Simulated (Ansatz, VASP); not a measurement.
**ZnS in VASP and in Ansatz**

```
Zn S
1.0
     0.00000    2.73405    2.73405
     2.73405    0.00000    2.73405
     2.73405    2.73405    0.00000
Zn S
1 1
Direct
  0.00000 0.00000 0.00000
  0.25000 0.25000 0.25000
```

Alike in both runs: task single point; functional HSE06; k mesh 4 × 4 × 4; occupations fermi-dirac, width 0.05 eV; no spin polarisation.

|  | VASP | Ansatz |
| --- | --- | --- |
| version | VASP 6.6.1 | Ansatz 0.2.0 development build |
| potentials or method | VASP PAW PBE potentials, release 64 (Zn, S) | plane waves, PAW datasets (generated soft set 1) |
| plane-wave cutoff (eV) | 520 | 420 |
| valence electrons in the cell | 18 | 18 |

Ansatz gave:

- gap on the k mesh at the Fermi level (eV): 3.18

**Question.** Estimate VASP's values.

**Answer.** gap on the k mesh at the Fermi level (eV): 3.17.

The k mesh is coarse, so the values compare programs but aren't converged.
